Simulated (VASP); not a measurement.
# C (P6_3/mmc) in VASP: a series of runs

Runs on C. Level: LDA. Tasks: single point.

Everything below comes from runs of VASP 6.6.1. Logs are shortened: lines on timing, memory, paths and dates and some standing lists are left out, and cuts for length are marked.

## Step 1: The cell of the first run

Symmetry: P6_3/mmc, No. 194, hexagonal system. Conventional cell: a = 2.412 Å, b = 2.412 Å, c = 6.520 Å, α = 90.00°, β = 90.00°, γ = 120.00°. Within 1.9 Å of C (site symmetry -6m2) lie 3 C at 1.39 Å. Within 1.9 Å of C (site symmetry -6m2) lie 3 C at 1.39 Å.

## Step 2: Single point, LDA (volume scaled by 0.96)

INCAR

```
SYSTEM = C
  PREC = Accurate
  ENCUT = 520
  EDIFF = 1E-6
  ISMEAR = -1
  SIGMA = 0.05
  LREAL = .FALSE.
  LASPH = .TRUE.
  NELM = 100
  ALGO = Normal
  ISIF = 2
  LWAVE = .FALSE.
  LCHARG = .FALSE.
  GGA = CA
  NBANDS = 16
```

KPOINTS

```
regular mesh
0
G
  14 14 5
  0 0 0
```

POSCAR

```
C
1.0
    2.4119510930      0.0000000000      0.0000000000
   -1.2059755465      2.0888109192      0.0000000000
    0.0000000000      0.0000000000      6.5204363941
C
4
Direct
    0.0000000000      0.0000000000      0.2500000000
    1.0000000000      1.0000000000      0.7500000000
    0.3333333333      0.6666666667      0.2500000000
    0.6666666667      0.3333333333      0.7500000000
```

Potentials or basis: VASP PAW LDA potentials, release 64 (C).

Launch:

```console
cat potpaw_LDA.64/C/POTCAR > POTCAR
mpirun -np 1 vasp_std > vasp.out
```

OUTCAR:

```text
SYSTEM = C
   PREC = Accurate
   ENCUT = 520
   EDIFF = 1E-6
   ISMEAR = -1
   LREAL = .FALSE.
   LASPH = .TRUE.
   NELM = 100
   ISIF = 2
   GGA = CA

 ion  position               nearest neighbor table
   1  0.000  0.000  0.250-   3 1.39   3 1.39   3 1.39
   2  0.000  0.000  0.750-   4 1.39   4 1.39   4 1.39
   3  0.333  0.667  0.250-   1 1.39   1 1.39   1 1.39
   4  0.667  0.333  0.750-   2 1.39   2 1.39   2 1.39

  LATTYP: Found a hexagonal cell.
 ALAT       =     2.4119510930
 C/A-ratio  =     2.7033866537

  Lattice vectors:

 A1 = (   2.4119510930,   0.0000000000,   0.0000000000)
 A2 = (  -1.2059755465,   2.0888109192,   0.0000000000)
 A3 = (   0.0000000000,   0.0000000000,   6.5204363941)

Analysis of symmetry for initial positions (statically):
=====================================================================
 Subroutine PRICEL returns:
 Original cell was already a primitive cell.

 Routine SETGRP: Setting up the symmetry group for a
 hexagonal supercell.

 Subroutine GETGRP returns: Found 24 space group operations
 (whereof 12 operations were pure point group operations)
 out of a pool of 24 trial point group operations.

The static configuration has the point symmetry D_3d.
 The point group associated with its full space group is D_6h.

Analysis of symmetry for dynamics (positions and initial velocities):
=====================================================================
 Subroutine PRICEL returns:
 Original cell was already a primitive cell.

 Routine SETGRP: Setting up the symmetry group for a
 hexagonal supercell.

 Subroutine GETGRP returns: Found 24 space group operations
 (whereof 12 operations were pure point group operations)
 out of a pool of 24 trial point group operations.

The dynamic configuration has the point symmetry D_3d.
 The point group associated with its full space group is D_6h.

 Subroutine INISYM returns: Found 24 space group operations
 (whereof 12 operations are pure point group operations),
 and found     1 'primitive' translations

----------------------------------------------------------------------------------------

                                     Primitive cell

  volume of cell :      32.8507

  direct lattice vectors                    reciprocal lattice vectors
     2.411951093  0.000000000  0.000000000     0.414602105  0.239370637  0.000000000
    -1.205975546  2.088810919  0.000000000     0.000000000  0.478741274  0.000000000
     0.000000000  0.000000000  6.520436394     0.000000000  0.000000000  0.153363968

  length of vectors
     2.411951093  2.411951093  6.520436394     0.478741274  0.478741274  0.153363968

  position of ions in fractional coordinates (direct lattice)
     0.000000000  0.000000000  0.250000000
     0.000000000  0.000000000  0.750000000
     0.333333333  0.666666667  0.250000000
     0.666666667  0.333333333  0.750000000

  ion indices of the primitive-cell ions
   primitive index   ion index
                 1           1
                 2           2
                 3           3
                 4           4

----------------------------------------------------------------------------------------

 KPOINTS: regular mesh

Automatic generation of k-mesh.
 Grid dimensions read from file:
 generate k-points for:   14   14    5

 Generating k-lattice:

  Cartesian coordinates                     Fractional coordinates (reciprocal lattice)
     0.029614436  0.017097903  0.000000000     0.071428571 -0.000000000  0.000000000
     0.000000000  0.034195805  0.000000000     0.000000000  0.071428571  0.000000000
     0.000000000  0.000000000  0.030672794     0.000000000  0.000000000  0.200000000

  Length of vectors
     0.034195805  0.034195805  0.030672794

  Shift w.r.t. Gamma in fractional coordinates (k-lattice)
     0.000000000  0.000000000  0.000000000

 Subroutine IBZKPT returns following result:
 ===========================================

 Found     72 irreducible k-points:

 Following reciprocal coordinates:
            Coordinates               Weight
  0.000000  0.000000  0.000000      1.000000
  0.071429 -0.000000  0.000000      6.000000
  0.142857 -0.000000  0.000000      6.000000
  0.214286 -0.000000  0.000000      6.000000
  0.285714 -0.000000  0.000000      6.000000
  0.357143  0.000000  0.000000      6.000000
[... 16 lines left out ...]
  0.285714  0.285714  0.000000      6.000000
  0.357143  0.285714  0.000000      6.000000
 [... further k-points ...]
   k-points           NKPTS =     72   k-points in BZ     NKDIM =     72   number of bands    NBANDS=     16
   number of dos      NEDOS =    301   number of ions     NIONS =      4
   total plane-waves  NPLWV =  15552
   dimension x,y,z NGX =    18 NGY =   18 NGZ =   48
   dimension x,y,z NGXF=    36 NGYF=   36 NGZF=   96
   ions per type =               4
   NGX,Y,Z   is equivalent  to a cutoff of  12.41, 12.41, 12.24 a.u.
   NGXF,Y,Z  is equivalent  to a cutoff of  24.81, 24.81, 24.48 a.u.
 SYSTEM =  C
   PREC   = accura    normal or accurate (medium, high low for compatibility)
   ISTART =      0    job   : 0-new  1-cont  2-samecut
   ICHARG =      2    charge: 1-file 2-atom 10-const
   ISPIN  =      1    spin polarized calculation?
   LNONCOLLINEAR =      F non collinear calculations
   LSORBIT =      F    spin-orbit coupling
   LASPH  =      T    aspherical Exc in radial PAW
   ENCUT  =  520.0 eV  38.22 Ry    6.18 a.u.   4.48  4.48 12.12*2*pi/ulx,y,z
   NELM   =    100;   NELMIN=  2; NELMDL= -5     # of ELM steps
   EDIFF  = 0.1E-05   stopping-criterion for ELM
   LREAL  =      F    real-space projection
   EDIFFG = 0.1E-04   stopping-criterion for IOM
   NSW    =      0    number of steps for IOM
   IBRION =     -1    ionic relax: 0-MD 1-quasi-New 2-CG
   NFREE  =      0    steps in history (QN), initial steepest desc. (CG)
   ISIF   =      2    stress and relaxation
   ISYM   =      2    0-nonsym 1-usesym 2-fastsym
   POTIM  = 0.5000    time-step for ionic-motion
   TEBEG  =    0.0;   TEEND  =   0.0 temperature during run
   PSTRESS=    0.0 pullay stress
   NELECT =      16.0000    total number of electrons
   NUPDOWN=      -1.0000    fix difference up-down
   EMIN   =  10.00;   EMAX   =-10.00  energy-range for DOS
   EFERMI =   0.00;   METHOD = LEGACY
   ISMEAR =    -1;   SIGMA  =   0.05  broadening in eV -4-tet -1-fermi 0-gaus
   EFERMI_NEDOS =   21; number of points for ismear=-14 and -15
   IALGO  =     38    algorithm
   IMIX   =      4    mixing-type and parameters
     AMIX     =   0.40;   BMIX     =  1.00
     AMIX_MAG =   1.60;   BMIX_MAG =  1.00
  volume/ion in A,a.u.               =       8.21        55.42
  Fermi-wavevector in a.u.,A,eV,Ry     =   1.288052  2.434065 22.573126  1.659078
  Thomas-Fermi vector in A             =   2.420029
   LORBIT       =      0    0 simple, 1 ext, 2 COOP (PROOUT), +10 PAW based schemes
   GGA     = CA    functional components
   LHFCALC =     F    Hartree Fock is set to
   AEXX    =    0.0000 exact exchange contribution
   IVDW    =     0    specifies the selected vdW correction
   LEPSILON=     F    determine dielectric tensor
   LRPA    =     F    only Hartree local field effects (RPA)
 non-spin polarized calculation
  energy-cutoff  :      520.00
  volume of cell :       32.85
 maximum number of plane-waves:       906
 NGX is ok and might be reduce to    18
   NGX =  9   NGY =  9   NGZ = 25

 number of electron      16.0000002 magnetization

 Free energy of the ion-electron system (eV)
  ---------------------------------------------------
  ext. energy  EPLUGINS =         0.00000000
  ---------------------------------------------------
  free energy    TOTEN  =       -40.38701960 eV

  energy without entropy =      -40.38701719  energy(sigma->0) =      -40.38701839

 E-fermi :   5.2571     XC(G=0): -11.0756

 val. band max:        4.7692069037   @ k =   0.3571   0.2857   0.0000
 cond. band min:       5.7583931350   @ k =   0.3571   0.2857   0.0000
 fundamental gap:      0.9891862313
 Fermi energy:         5.2571107513

 k-point     1 :       0.0000    0.0000    0.0000
  band No.  band energies     occupation
      1     -14.7662      2.00000
      2     -14.3794      2.00000
      3      -3.9285      2.00000
      4      -1.6101      2.00000
      5       2.2481      2.00000
      6       2.2481      2.00000
[... 8 lines left out ...]
     15      17.2746      0.00000
     16      17.5272      0.00000

 k-point     2 :       0.0714   -0.0000    0.0000
  band No.  band energies     occupation
      1     -14.6403      2.00000
      2     -14.2564      2.00000
      3      -3.7722      2.00000
      4      -1.4643      2.00000
      5       1.7557      2.00000
      6       1.7923      2.00000
[... 8 lines left out ...]
     15      16.8064      0.00000
     16      17.0929      0.00000

 k-point     3 :       0.1429   -0.0000    0.0000
  band No.  band energies     occupation
      1     -14.2634      2.00000
      2     -13.8882      2.00000
      3      -3.3052      2.00000
      4      -1.0307      2.00000
      5       0.4618      2.00000
      6       0.5289      2.00000
[... 8 lines left out ...]
     15      16.0364      0.00000
     16      16.3588      0.00000

 k-point     4 :       0.2143   -0.0000    0.0000
  band No.  band energies     occupation
      1     -13.6383      2.00000
      2     -13.2776      2.00000
      3      -2.5350      2.00000
      4      -1.2901      2.00000
      5      -1.1862      2.00000
      6      -0.3214      2.00000
[... 8 lines left out ...]
     15      18.1062      0.00000
     16      18.1645      0.00000

 k-point     5 :       0.2857   -0.0000    0.0000
  band No.  band energies     occupation
      1     -12.7707      2.00000
      2     -12.4299      2.00000
      3      -3.2255      2.00000
      4      -3.0829      2.00000
      5      -1.4782      2.00000
      6      -0.2701      2.00000
[... 8 lines left out ...]
     15      20.6029      0.00000
     16      20.6561      0.00000

 k-point     6 :       0.3571    0.0000    0.0000
  band No.  band energies     occupation
      1     -11.6698      2.00000
      2     -11.3542      2.00000
      3      -5.1726      2.00000
      4      -4.9923      2.00000
      5      -0.8601      2.00000
      6      -0.7955      2.00000
[... 8 lines left out ...]
     15      20.1624      0.00000
     16      22.3114      0.00000

 k-point     7 :       0.4286   -0.0000    0.0000
  band No.  band energies     occupation
      1     -10.3549      2.00000
      2     -10.0703      2.00000
      3      -7.0216      2.00000
      4      -6.8078      2.00000
      5      -1.2311      2.00000
      6      -1.1646      2.00000
[... 8 lines left out ...]
     15      19.1924      0.00000
     16      21.2454      0.00000

 k-point     8 :       0.5000   -0.0000    0.0000
  band No.  band energies     occupation
      1      -9.0792      2.00000
      2      -8.9396      2.00000
      3      -8.3514      2.00000
      4      -8.2484      2.00000
      5      -1.3573      2.00000
      6      -1.2902      2.00000
[... 8 lines left out ...]
     15      19.7069      0.00000
     16      20.6610      0.00000

 k-point     9 :       0.0714    0.0714    0.0000
  band No.  band energies     occupation
      1     -14.3889      2.00000
      2     -14.0108      2.00000
      3      -3.4604      2.00000
      4      -1.1746      2.00000
      5       0.9444      2.00000
      6       0.9797      2.00000
[... 8 lines left out ...]
     15      16.2219      0.00000
     16      16.2813      0.00000
[... 172 lines left out ...]
 k-point    19 :       0.4286    0.1429    0.0000
  band No.  band energies     occupation
      1      -8.7662      2.00000
      2      -8.6304      2.00000
      3      -8.0173      2.00000
      4      -7.9198      2.00000
      5      -2.8048      2.00000
      6      -2.6945      2.00000
[... 8 lines left out ...]
     15      18.2590      0.00000
     16      18.3620      0.00000

 k-point    20 :       0.2143    0.2143    0.0000
  band No.  band energies     occupation
      1     -11.4320      2.00000
      2     -11.1219      2.00000
      3      -4.1775      2.00000
      4      -4.0948      2.00000
      5      -2.9316      2.00000
      6      -2.8692      2.00000
[... 8 lines left out ...]
     15      18.3654      0.00000
     16      18.7575      0.00000

 k-point    21 :       0.2857    0.2143    0.0000
  band No.  band energies     occupation
      1     -10.2455      2.00000
      2      -9.9631      2.00000
      3      -5.6090      2.00000
      4      -5.4561      2.00000
      5      -3.7844      2.00000
      6      -3.6698      2.00000
[... 8 lines left out ...]
     15      17.9534      0.00000
     16      18.5417      0.00000

 k-point    22 :       0.3571    0.2143    0.0000
  band No.  band energies     occupation
      1      -8.8946      2.00000
      2      -8.6553      2.00000
      3      -7.1796      2.00000
      4      -6.9880      2.00000
      5      -4.1283      2.00000
      6      -3.9914      2.00000
[... 8 lines left out ...]
     15      17.7055      0.00000
     16      17.8243      0.00000

 k-point    23 :       0.2857    0.2857    0.0000
  band No.  band energies     occupation
      1      -8.9960      2.00000
      2      -8.7466      2.00000
      3      -6.2851      2.00000
      4      -6.1796      2.00000
      5      -5.0408      2.00000
      6      -4.9649      2.00000
[... 8 lines left out ...]
     15      18.0001      0.00000
     16      20.1383      0.00000

 k-point    24 :       0.3571    0.2857    0.0000
  band No.  band energies     occupation
      1      -7.8332      2.00000
      2      -7.7096      2.00000
      3      -7.1910      2.00000
      4      -7.1632      2.00000
      5      -5.4785      2.00000
      6      -5.3560      2.00000
[... 8 lines left out ...]
     15      17.8444      0.00000
     16      20.0391      0.00000

 [... further k-points ...]
[... 5 lines left out ...]
  --------------------------------------------------------------------------------------
  -------------------------------------------------------------------------------------
  Total        4.1933610      4.1933610      0.0836055      0.0000000      0.0000000      0.0000000
  in kB      204.5165897    204.5165896      4.0775657      0.0000000      0.0000000      0.0000000
  external PRESSURE =     137.7035817 kB  Pullay stress =       0.0000000 kB

 VOLUME and BASIS-vectors are now :
 -----------------------------------------------------------------------------
  energy-cutoff  :      520.00
  volume of cell :       32.85
      direct lattice vectors                 reciprocal lattice vectors
     2.411951093  0.000000000  0.000000000     0.414602105  0.239370637  0.000000000
    -1.205975546  2.088810919  0.000000000     0.000000000  0.478741274  0.000000000
     0.000000000  0.000000000  6.520436394     0.000000000  0.000000000  0.153363968

 POSITION                                       TOTAL-FORCE (eV/Angst)
 -----------------------------------------------------------------------------------
      0.00000      0.00000      1.63011        -0.000000      0.000000      0.000000
      0.00000      0.00000      4.89033         0.000000      0.000000      0.000000
     -0.00000      1.39254      1.63011        -0.000000      0.000000      0.000000
      1.20598      0.69627      4.89033         0.000000     -0.000000      0.000000
 -----------------------------------------------------------------------------------
    total drift:                                0.000000     -0.000000      0.000000

  FREE ENERGIE OF THE ION-ELECTRON SYSTEM (eV)
  ---------------------------------------------------
  free  energy   TOTEN  =       -40.3870195960 eV

  energy  without entropy=      -40.3870171924  energy(sigma->0) =      -40.38701839
```

It took 18 s on 1 thread of AMD EPYC 7R13 (Zen 3), shared host; peak memory 0.11 GiB.

Results:

- Free energy: -40.3870 eV
- Pressure: 13.8 GPa
- Band gap on the k mesh: 0.99 eV, direct

Stress tensor (GPa, compression positive):
```
20.45  0.00  0.00
 0.00 20.45  0.00
 0.00  0.00  0.41
```

 A k mesh can miss the band edges.

## Step 3: Single point, LDA (volume scaled by 1.04)

INCAR

```
SYSTEM = C
PREC = Accurate ; ENCUT = 520
EDIFF = 1E-6 ; ISMEAR = -1
SIGMA = 0.05 ; LREAL = .False.
LASPH = .True. ; NELM = 100
ALGO = Normal ; ISIF = 2
LWAVE = .False. ; LCHARG = .False.
GGA = CA ; NBANDS = 16
```

KPOINTS

```
regular mesh
0
Gamma
  14 14 5
  0 0 0
```

POSCAR

```
C
1.0
    2.4771703099      0.0000000000      0.0000000000
   -1.2385851550      2.1452924179      0.0000000000
    0.0000000000      0.0000000000      6.6967491547
C
4
Direct
    0.0000000000      0.0000000000      0.2500000000
    1.0000000000      1.0000000000      0.7500000000
    0.3333333333      0.6666666667      0.2500000000
    0.6666666667      0.3333333333      0.7500000000
```

Potentials or basis: VASP PAW LDA potentials, release 64 (C).

Launch:

```console
cat potpaw_LDA.64/C/POTCAR > POTCAR
mpirun -np 1 vasp_std > vasp.out
```

Run time: 20 s. Hardware: 1 thread of AMD EPYC 7R13 (Zen 3), shared host; peak memory 0.11 GiB.

Results (log left out):

```
Free energy            : -40.4102 eV
Pressure               : -10.0 GPa
Band gap on the k mesh : 0.92 eV, direct
```

Stress tensor (GPa, compression positive):
```
-14.85   0.00   0.00
  0.00 -14.85   0.00
  0.00   0.00  -0.28
```

Levels at points of the mesh, in eV from the valence-band top:
```tsv
k point	band 6	band 7	band 8	band 9	band 10	band 11
(0.00, 0.00, 0.00)	-2.60	-2.58	-2.58	4.38	8.59	8.59
(0.50, 0.00, 0.00)	-5.88	-2.35	-1.63	1.86	2.58	7.55
```

 A k mesh can miss the band edges.
